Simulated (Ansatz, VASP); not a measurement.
**NaCl in VASP and in Ansatz**

POSCAR

```
NaCl
1.0
    0.0000000000      2.8375932900      2.8375932900
    2.8375932900      0.0000000000      2.8375932900
    2.8375932900      2.8375932900      0.0000000000
Na Cl
1 1
Direct
    0.0000000000      0.0000000000      0.0000000000
    0.5000000000      0.5000000000      0.5000000000
```

INCAR.step1

```
PREC = Accurate
ENCUT = 520
ISMEAR = -1
SIGMA = 0.1
LREAL = False
LASPH = True
NELM = 80
NBANDS = 14
GGA = PE
ALGO = Normal
EDIFF = 1E-4
LWAVE = True
LCHARG = False
```

The input INCAR.step2:

```
PREC = Accurate
ENCUT = 520
EDIFF = 1E-6
ISMEAR = -1
SIGMA = 0.1
LREAL = False
LASPH = True
NELM = 80
ALGO = Normal
ISIF = 2
LWAVE = False
LCHARG = False
METAGGA = R2SCAN
LMIXTAU = True
NBANDS = 14
ISTART = 1
```

File KPOINTS:

```
regular mesh
0
Gamma
  8 8 8
```

Input for Ansatz:

```yaml
crystal:
  lattice:
    - [0.0, 2.83759329, 2.83759329]
    - [2.83759329, 0.0, 2.83759329]
    - [2.83759329, 2.83759329, 0.0]
  atoms:
    - { symbol: Na, position: [0.0, 0.0, 0.0] }
    - { symbol: Cl, position: [0.5, 0.5, 0.5] }
  symmetry: { tolerance: 0.0003 }
kpoints:
  mp_grid: { grid: [8, 8, 8], shift: [0, 0, 0] }
  band_path:
    path:
      - [0.0, 0.0, 0.0]
      - [0.5, 0.0, 0.5]
      - [0.625, 0.25, 0.625]
      - [0.375, 0.375, 0.75]
      - [0.0, 0.0, 0.0]
      - [0.5, 0.5, 0.5]
      - [0.5, 0.25, 0.75]
      - [0.5, 0.0, 0.5]
    npoints: 8
magnetization:
  spin_polarized: false
scf:
  occupations: { method: fermi_dirac }
  lower_state_search: "off"
  max_iter: 200
hamiltonian:
  pseudopotentials: { kind: paw }
  xc: r2scan
basis:
  ecutwfc: 500
  fft_grid_basis: typed
output:
  forces: true
  stress: true
  eigenvalues: true
  bader: true
  populations: true
  elf: true
  write_potential: true
  volumetric_format: npy
  dos:
    e_range: [-12, 8]
    de: 0.05
    projected: { site_lists: { Cl: [Cl], Na: [Na] } }
checkpoint:
  read: saved_state
```

Alike in both runs: task single point; functional r2SCAN; k mesh 8 × 8 × 8; no spin polarisation.

|  | VASP | Ansatz |
| --- | --- | --- |
| version | VASP 6.6.1 | Ansatz 0.2.0 |
| potentials or method | VASP PAW PBE potentials, release 64 (Na_pv, Cl), cutoff 520 eV | PAW plane waves |
| occupations | fermi-dirac, width 0.1 eV | fermi-dirac |
| valence electrons in the cell | 14 | 16 |

|  | VASP | Ansatz | Ansatz less VASP |
| --- | --- | --- | --- |
| gap on the k mesh at the Fermi level (eV) | 5.85 | 5.82 | -0.023 |
| pressure (GPa) | -1.1 | -0.9 | +0.22 |

VASP's potentials were made for PBE, not for r2SCAN. VASP's potentials hold 14 valence electrons a cell and Ansatz's 16, so a difference there can come from the potentials and not from the codes.
